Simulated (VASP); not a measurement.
Os:

```
CELL_PARAMETERS angstrom
3.87627 0.00000 0.00000
-1.93814 3.35695 0.00000
0.00000 0.00000 6.59808
ATOMIC_POSITIONS crystal
Os 0.33333 0.66667 0.43692
Os 0.66667 0.33333 0.93692
Os 0.66667 0.33333 0.56308
Os 0.33333 0.66667 0.06308
```

```yaml
Program: VASP 6.6.1
Task: relaxation of cell and atoms
Functional: PBE
Potentials_or_basis: VASP PAW PBE potentials, release 64 (Os)
Cutoff: 600 eV
k_mesh: 12 × 12 × 6
Occupations: gaussian, width 0.1 eV
Spin: no spin polarisation
```

At the start: pressure -1.0 GPa; volume 21.46 Å³/atom.

Q: How do energy, volume and symmetry change on relaxing?

A: Over 13 steps the energy falls by 2.6 meV/atom and the volume is 21.33 Å³/atom (-0.6 %); space group P6_3/mmc (No. 194, to 0.1 Å) before and after.

The path:
| step | energy change (eV) | largest force (eV/Å) | pressure (GPa) | volume (Å³) |
| --- | --- | --- | --- | --- |
| 1 | 0.0000 | 0.0426 | -0.98 | 85.86 |
| 2 | 0.0081 | 0.1540 | 2.99 | 84.24 |
| 3 | -0.0018 | 0.0735 | 0.21 | 85.37 |
| 4 | -0.0040 | 0.0338 | 0.19 | 85.36 |
| 5 | -0.0085 | 0.1075 | 0.11 | 85.30 |
| 6 | -0.0087 | 0.1779 | 0.05 | 85.27 |
| 7 | -0.0088 | 0.1461 | 0.08 | 85.28 |
| 8 | -0.0097 | 0.1000 | 0.05 | 85.30 |
| 9 | -0.0101 | 0.0540 | 0.02 | 85.31 |
| 10 | -0.0101 | 0.0476 | 0.02 | 85.31 |
| 11 | -0.0101 | 0.0449 | 0.01 | 85.31 |
| 12 | -0.0102 | 0.0312 | 0.03 | 85.31 |
| 13 | -0.0103 | 0.0026 | 0.05 | 85.32 |

Final structure:
```
Os
1.0
     3.82645    0.00000    0.00000
    -1.91322    3.31380    0.00000
     0.00000    0.00000    6.72853
Os
4
Direct
  0.33333 0.66667 0.43443
  0.66667 0.33333 0.93443
  0.66667 0.33333 0.56557
  0.33333 0.66667 0.06557
```
